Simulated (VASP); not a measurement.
# CuO in VASP: notebook, part 2 of 2

VASP 6.6.1.

## (5) Single point, PBEsol

This run uses another cell than the first one, of 10.67 Å³/atom, 0.938 times its volume.

INCAR reads:

```
PREC     = Accurate       # precision mode
ENCUT    = 520            # plane-wave cutoff, eV
EDIFF    = 1E-6           # SCF threshold, eV
ISMEAR   = -1             # smearing method
SIGMA    = 0.05           # smearing width, eV
LREAL    = F              # projectors in reciprocal space
LASPH    = T              # aspherical terms in the spheres
NELM     = 100            # most SCF steps
ALGO     = Normal         # electronic algorithm
ISIF     = 2              # what is computed and relaxed
LWAVE    = F              # write WAVECAR
LCHARG   = F              # write CHGCAR
GGA      = PS             # functional
NBANDS   = 25             # bands
```

KPOINTS reads:

```
regular mesh
0
Gamma
  9 9 5
```

POSCAR reads:

```
CuO
1.0
    2.8952908125     -0.0158462793     -0.0037877651
    0.0234419545      2.8952219874     -0.0037549704
    0.0106873403      0.0105871478      5.0895490023
Cu O
2 2
Direct
    0.0000000000      0.5000000000      0.0000000000
    0.5000000000      0.0000000000      0.5000000000
    0.9996994158      0.0003048006      0.7500002384
    0.0003005842      0.9996951994      0.2499997616
```

Potentials or basis: VASP PAW PBE potentials, release 64 (Cu, O).

The run is started by

```console
cat potpaw_PBE.64/Cu/POTCAR potpaw_PBE.64/O/POTCAR > POTCAR
mpirun -np 1 vasp_std > vasp.out
```

OUTCAR:

```text
PREC = Accurate
   ENCUT = 520
   EDIFF = 1E-6
   ISMEAR = -1
   LREAL = F
   LASPH = T
   NELM = 100
   ISIF = 2
   GGA = PS

 ion  position               nearest neighbor table
   1  0.000  0.500  0.000-   3 1.93   4 1.93   4 1.93   3 1.93
   2  0.500  0.000  0.500-   4 1.93   3 1.93   4 1.93   3 1.93
   3  1.000  0.000  0.750-   1 1.93   2 1.93   2 1.93   1 1.93
   4  0.000  1.000  0.250-   1 1.93   2 1.93   2 1.93   1 1.93

  LATTYP: Found a base centered monoclinic cell.
 ALAT       =     4.0999832105
 B/A-ratio  =     0.9973782190
 C/A-ratio  =     2.3551063820
 COS(beta)  =    -0.8498068014

  Lattice vectors:

 A1 = (  -2.8952908125,   0.0158462793,   0.0037877651)
 A2 = (  -0.0234419545,  -2.8952219874,   0.0037549704)
 A3 = (   5.8481528743,   5.7693385640,   5.0744635313)

Analysis of symmetry for initial positions (statically):
=====================================================================
 Subroutine PRICEL returns:
 Original cell was already a primitive cell.

 Routine SETGRP: Setting up the symmetry group for a
 base centered monoclinic supercell.

 Subroutine GETGRP returns: Found  4 space group operations
 (whereof  2 operations were pure point group operations)
 out of a pool of  4 trial point group operations.

The static configuration has the point symmetry S_2 .
 The point group associated with its full space group is C_2h.

Analysis of symmetry for dynamics (positions and initial velocities):
=====================================================================
 Subroutine PRICEL returns:
 Original cell was already a primitive cell.

 Routine SETGRP: Setting up the symmetry group for a
 base centered monoclinic supercell.

[... 122 lines left out ...]
   EMIN   =  10.00;   EMAX   =-10.00  energy-range for DOS
   EFERMI =   0.00;   METHOD = LEGACY
   ISMEAR =    -1;   SIGMA  =   0.05  broadening in eV -4-tet -1-fermi 0-gaus
   EFERMI_NEDOS =   21; number of points for ismear=-14 and -15
   IALGO  =     38    algorithm
   IMIX   =      4    mixing-type and parameters
     AMIX     =   0.40;   BMIX     =  1.00
     AMIX_MAG =   1.60;   BMIX_MAG =  1.00
  volume/ion in A,a.u.               =      10.67        71.98
  Fermi-wavevector in a.u.,A,eV,Ry     =   1.517782  2.868193 31.343239  2.303663
  Thomas-Fermi vector in A             =   2.626991
   LORBIT       =      0    0 simple, 1 ext, 2 COOP (PROOUT), +10 PAW based schemes
   GGA     = PS    functional components
   LHFCALC =     F    Hartree Fock is set to
   AEXX    =    0.0000 exact exchange contribution
   IVDW    =     0    specifies the selected vdW correction
   LEPSILON=     F    determine dielectric tensor
   LRPA    =     F    only Hartree local field effects (RPA)
 non-spin polarized calculation
  energy-cutoff  :      520.00
  volume of cell :       42.67
 maximum number of plane-waves:      1175
 NGX is ok and might be reduce to    24
   NGX = 11   NGY = 11   NGZ = 19

 number of electron      33.9999953 magnetization

 Free energy of the ion-electron system (eV)
  ---------------------------------------------------
  ext. energy  EPLUGINS =         0.00000000
  ---------------------------------------------------
  free energy    TOTEN  =       -21.48481687 eV

  energy without entropy =      -21.46610602  energy(sigma->0) =      -21.47546145

 E-fermi :   5.1926     XC(G=0): -11.8045

 val. band max:        5.1461253888   @ k =   0.4444   0.4444   0.4000
 cond. band min:       5.2393737033   @ k =  -0.4444   0.0000   0.2000
 fundamental gap:      0.0932483145
 Fermi energy:         5.1926156325

 k-point     1 :       0.0000    0.0000    0.0000
  band No.  band energies     occupation
      1     -14.8630      2.00000
      2     -13.4267      2.00000
      3      -3.3349      2.00000
      4      -0.5083      2.00000
      5      -0.5027      2.00000
      6       1.2484      2.00000
[... 661 lines left out ...]
     24      16.4091      0.00000
     25      17.1855      0.00000

 [... further k-points ...]

------------------------ aborting loop because EDIFF is reached ----------------------------------------

  FORCE on cell =-STRESS in cart. coord.  units (eV):
  Direction    XX          YY          ZZ          XY          YZ          ZX
  --------------------------------------------------------------------------------------
  -------------------------------------------------------------------------------------
  Total        0.1664948      0.1666035      0.2815131     -0.0040812     -0.0017886     -0.0018099
  in kB        6.2522478      6.2563317     10.5714406     -0.1532588     -0.0671652     -0.0679649
  external PRESSURE =       7.6933400 kB  Pullay stress =       0.0000000 kB

 VOLUME and BASIS-vectors are now :
 -----------------------------------------------------------------------------
  energy-cutoff  :      520.00
  volume of cell :       42.67
      direct lattice vectors                 reciprocal lattice vectors
     2.895290812 -0.015846279 -0.003787765     0.345372197 -0.002797333 -0.000719414
     0.023441955  2.895221987 -0.003754970     0.001889364  0.345380424 -0.000722419
     0.010687340  0.010587148  5.089549002     0.000258428  0.000252733  0.196479995

 POSITION                                       TOTAL-FORCE (eV/Angst)
 -----------------------------------------------------------------------------------
      0.01172      1.44761     -0.00188        -0.000000     -0.000000     -0.000000
      1.45299     -0.00263      2.54288        -0.000000     -0.000000     -0.000000
      2.90244     -0.00702      3.81338        -0.000186      0.000188      0.000000
      0.02698      2.89698      1.26863         0.000186     -0.000188     -0.000000
 -----------------------------------------------------------------------------------
    total drift:                                0.000000      0.000000     -0.000000

  FREE ENERGIE OF THE ION-ELECTRON SYSTEM (eV)
  ---------------------------------------------------
  free  energy   TOTEN  =       -21.4848168708 eV

  energy  without entropy=      -21.4661060235  energy(sigma->0) =      -21.47546145
```

OSZICAR:

```text
N       E                     dE             d eps       ncg     rms          rms(c)
DAV:   1     0.289516356231E+03    0.28952E+03   -0.16389E+04  6126   0.212E+03
DAV:   2     0.890695692185E+01   -0.28061E+03   -0.25970E+03  5813   0.391E+02
DAV:   3    -0.264085686583E+02   -0.35316E+02   -0.33405E+02  7183   0.154E+02
DAV:   4    -0.276341483262E+02   -0.12256E+01   -0.12181E+01  7161   0.305E+01
DAV:   5    -0.276580581147E+02   -0.23910E-01   -0.23890E-01  7410   0.380E+00    0.179E+01
DAV:   6    -0.253738901488E+02    0.22842E+01   -0.39732E+01  8331   0.160E+02    0.138E+01
DAV:   7    -0.214361811141E+02    0.39377E+01   -0.10735E+01  7085   0.118E+02    0.252E+00
DAV:   8    -0.215295093639E+02   -0.93328E-01   -0.15018E+00  6011   0.828E+00    0.165E+00
DAV:   9    -0.214899845736E+02    0.39525E-01   -0.56356E-02  8749   0.601E+00    0.503E-01
DAV:  10    -0.214863295021E+02    0.36551E-02   -0.13029E-02  8043   0.138E+00    0.391E-01
DAV:  11    -0.214847843995E+02    0.15451E-02   -0.71823E-03  8739   0.816E-01    0.611E-02
DAV:  12    -0.214847958567E+02   -0.11457E-04   -0.43623E-04  8292   0.250E-01    0.458E-02
DAV:  13    -0.214848186367E+02   -0.22780E-04   -0.30060E-05  7825   0.641E-02    0.103E-02
DAV:  14    -0.214848173049E+02    0.13318E-05   -0.16763E-06  5555   0.410E-02    0.696E-03
DAV:  15    -0.214848168708E+02    0.43414E-06   -0.35864E-06  6074   0.177E-02
   1 F= -.21484817E+02 E0= -.21475461E+02  d E =-.187108E-01
```

Run time: 50 s. Hardware: 1 thread of Intel Xeon 6975P-C (Granite Rapids), shared host; peak memory 0.23 GiB.

Results:

| Quantity | Value |
| --- | --- |
| Free energy | -21.4848 eV |
| Pressure | 0.8 GPa |
| Band gap on the k mesh | zero (band 17 reaches 5.91 eV, above the bottom of band 18 at 4.92 eV) |

Caveat: the PAW data sets were made with another functional, which shifts forces and pressure a little; semilocal functionals often make such compounds metallic where correlation or magnetic order opens a gap, which also shifts bond lengths. With open d or f shells a metallic result of PBEsol can be an artefact of self-interaction; +U or a hybrid may open a gap.

## (6) Single point, PBE

This run uses another cell than the first one, of 11.20 Å³/atom, 0.985 times its volume.

INCAR reads:

```
SYSTEM = CuO
ALGO = Normal
EDIFF = 1E-6
ENCUT = 520
GGA = PE
ISIF = 2
ISMEAR = -1
LASPH = .True.
LCHARG = .False.
LREAL = .False.
LWAVE = .False.
NBANDS = 25
NELM = 100
PREC = Accurate
SIGMA = 0.05
```

KPOINTS reads:

```
k-points
0
Gamma
  9 9 5
  0 0 0
```

POSCAR reads:

```
CuO
1.0
    2.9497211530     -0.0162166560     -0.0040767537
    0.0238101869      2.9496372483     -0.0040570566
    0.0104963315      0.0103747999      5.1487807508
Cu O
2 2
Direct
    0.0000000000      0.5000000000      0.0000000000
    0.5000000000      0.0000000000      0.5000000000
    0.9997699255      0.0002336361      0.7499982862
    0.0002300745      0.9997663639      0.2500017138
```

Potentials or basis: VASP PAW PBE potentials, release 64 (Cu, O).

The run is started by

```console
cat potpaw_PBE.64/Cu/POTCAR potpaw_PBE.64/O/POTCAR > POTCAR
mpirun -np 1 vasp_std > vasp.out
```

Run time: 50 s. Hardware: 1 thread of Intel Xeon 6975P-C (Granite Rapids), shared host; peak memory 0.23 GiB.

It converged, with:

* Free energy: -19.7384 eV
* Pressure: 0.7 GPa
* Band gap on the k mesh: zero (band 17 reaches 5.43 eV, above the bottom of band 18 at 4.50 eV)

Stress tensor (GPa, compression positive):
```
 0.59 -0.02 -0.01
-0.02  0.59 -0.01
-0.01 -0.01  0.98
```

Levels at points of the mesh, in eV from the Fermi level:
| k point | band 15 | band 16 | band 17 | band 18 | band 19 | band 20 |
| --- | --- | --- | --- | --- | --- | --- |
| (0.00, 0.00, 0.00) | -2.25 | -1.86 | 0.69 | 0.70 | 1.41 | 6.11 |

Caveat: semilocal functionals often make such compounds metallic where correlation or magnetic order opens a gap, which also shifts bond lengths.

## (7) Overview

```csv
level,potentials or basis,cell,gap on the mesh (eV),pressure (GPa)
PBEsol,"VASP PAW PBE potentials, release 64 (Cu, O)","a = 2.936, b = 2.936, c = 5.278 Å, angles 89.8, 89.8, 89.2°, 4 atoms",none,-9.8
BLYP,"VASP PAW PBE potentials, release 64 (Cu, O)","a = 2.994, b = 2.994, c = 5.196 Å, 4 atoms",none,0.7
LDA,"VASP PAW LDA potentials, release 64 (Cu, O)","a = 2.854, b = 2.854, c = 5.041 Å, angles 90.0, 90.0, 89.9°, 4 atoms",none,1.0
PBEsol,"VASP PAW PBE potentials, release 64 (Cu, O)","a = 2.895, b = 2.895, c = 5.090 Å, angles 90.0, 90.0, 89.8°, 4 atoms",none,0.8
PBE,"VASP PAW PBE potentials, release 64 (Cu, O)","a = 2.950, b = 2.950, c = 5.149 Å, angles 90.0, 90.0, 89.9°, 4 atoms",none,0.7
```

Alike in all rows: task single point; no spin polarisation; k mesh 9 × 9 × 5; cutoff (eV) 520; smearing fermi-dirac 0.05 eV.

Caveats: semilocal functionals often make such compounds metallic where correlation or magnetic order opens a gap, which also shifts bond lengths; the PAW data sets were made with another functional, which shifts forces and pressure a little (some runs).

Absolute energies hang on the potentials; compare differences alone.
